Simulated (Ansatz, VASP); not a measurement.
One calculation of AlNi, two programs

File POSCAR:

```
AlNi
1.0
    2.8810000000      0.0000000000      0.0000000000
    0.0000000000      2.8810000000      0.0000000000
    0.0000000000      0.0000000000      2.8810000000
Al Ni
1 1
Direct
    0.0000000000      0.0000000000      0.0000000000
    0.5000000000      0.5000000000      0.5000000000
```

INCAR.step1

```
  PREC = Accurate
  ENCUT = 600
  ISMEAR = -1
  SIGMA = 0.05
  LREAL = F
  LASPH = T
  NELM = 80
  GGA = PE
  ALGO = Normal
  EDIFF = 1E-4
  LWAVE = T
  LCHARG = F
```

The input INCAR.step2:

```
  PREC = Accurate
  ENCUT = 600
  EDIFF = 1E-7
  ISMEAR = -1
  SIGMA = 0.05
  LREAL = F
  LASPH = T
  NELM = 80
  ALGO = Normal
  ISIF = 3
  LWAVE = F
  LCHARG = F
  METAGGA = R2SCAN
  LMIXTAU = T
  IBRION = 2
  NSW = 100
  EDIFFG = -0.002
  ISTART = 1
```

KPOINTS

```
regular mesh
0
Gamma
  14 14 14
```

Input for Ansatz:

```yaml
crystal:
  lattice:
    - [2.881, 0.0, 0.0]
    - [0.0, 2.881, 0.0]
    - [0.0, 0.0, 2.881]
  atoms:
    - { symbol: Al, position: [0.0, 0.0, 0.0] }
    - { symbol: Ni, position: [0.5, 0.5, 0.5] }
kpoints:
  mp_grid: { grid: [14, 14, 14] }
scf:
  occupations: { method: fermi_dirac, width: 0.05 }
hamiltonian:
  xc: r2scan
  pseudopotentials: { kind: paw }
relax:
  f_tol: 0.002
  max_steps: 80
  cell: {}
output:
  forces: true
  stress: true
```

Alike in both runs: task relaxation of cell and atoms; functional r2SCAN; k mesh 14 × 14 × 14; occupations fermi-dirac, width 0.05 eV; no spin polarisation.

|  | VASP | Ansatz |
| --- | --- | --- |
| version | VASP 6.6.1 | Ansatz 0.2.0 |
| potentials or method | VASP PAW PBE potentials, release 64 (Al, Ni) | PAW with Ansatz's default frozen-core files, scalar-relativistic |
| plane-wave cutoff (eV) | 600 | 500 |
| valence electrons in the cell | 13 | 21 |

|  | VASP | Ansatz | Ansatz less VASP |
| --- | --- | --- | --- |
| relaxed volume (Å³/atom) | 11.72 | 11.74 | +0.018 |
| relaxed cell length with the largest relative difference (Å) | 2.862 | 2.863 | +0.0015 |

VASP's potentials were made for PBE, not for r2SCAN. VASP's potentials hold 13 valence electrons a cell and Ansatz's 21, so a difference there can come from the potentials and not from the codes.
